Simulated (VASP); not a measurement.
WS2: single point with PBEsol

WS2:

```
CELL_PARAMETERS angstrom
3.22800 0.00000 0.00000
-1.61400 2.79553 0.00000
0.00000 0.00000 13.02661
ATOMIC_POSITIONS crystal
W 0.33333 0.66667 0.25000
W 0.66667 0.33333 0.75000
S 0.33333 0.66667 0.61999
S 0.66667 0.33333 0.11999
S 0.33333 0.66667 0.88001
S 0.66667 0.33333 0.38001
```

This cell differs from its parent crystal: atoms shifted along a free coordinate.

* Program: VASP 6.6.1
* Task: single point
* Functional: PBEsol
* Potentials or basis: VASP PAW PBE potentials, release 64 (W_sv, S)
* Cutoff: 520 eV
* k mesh: 12 × 12 × 2
* Occupations: gaussian, width 0.05 eV
* Spin: no spin polarisation
* Dipole correction: no
* Further INCAR settings: ALGO = Normal; EDIFF = 1e-06; NBANDS = 35

* Pressure: -16.9 GPa
* Largest force: 2.489 eV/Å
* Band gap on the k mesh: 1.07 eV (least direct gap 1.83 eV)

Forces in eV/Å, atoms in the order of the input:
```
W    0.000  0.000  0.000
W    0.000  0.000  0.000
S    0.000  0.000  2.489
S    0.000  0.000  2.489
S    0.000  0.000 -2.489
S    0.000  0.000 -2.489
```

Stress tensor (GPa, compression positive):
```
-13.76   0.00   0.00
  0.00 -13.76   0.00
  0.00   0.00 -23.19
```

Levels at points of the mesh, in eV from the valence-band top:
```tsv
k point	band 24	band 25	band 26	band 27	band 28	band 29
(0.00, 0.00, 0.00)	-1.31	-0.95	0.00	2.32	2.32	2.45
(0.50, 0.00, 0.00)	-1.18	-1.07	-1.07	2.55	2.58	2.61
(0.00, 0.00, 0.50)	-1.33	-0.25	-0.25	2.38	2.38	2.38
(0.50, 0.00, 0.50)	-1.16	-1.12	-1.12	2.56	2.56	2.79
```

It took 120 s on 1 thread of Intel(R) Xeon(R) Platinum 8259CL CPU @ 2.50GHz (Skylake/Cascade Lake) (shared host), peak memory 0.29 GiB.

Caveat: the cell differs from its parent crystal (atoms shifted along a free coordinate); the stress differs along the axes, from -23 to -14 GPa; the PAW data sets were made with another functional, which shifts forces and pressure a little; spin-orbit coupling is left out, which moves the levels of the heavy elements; this functional lacks dispersion, which binds layers or chains, so the pressure and a relaxed spacing across them are unreliable. A k mesh can miss the band edges.
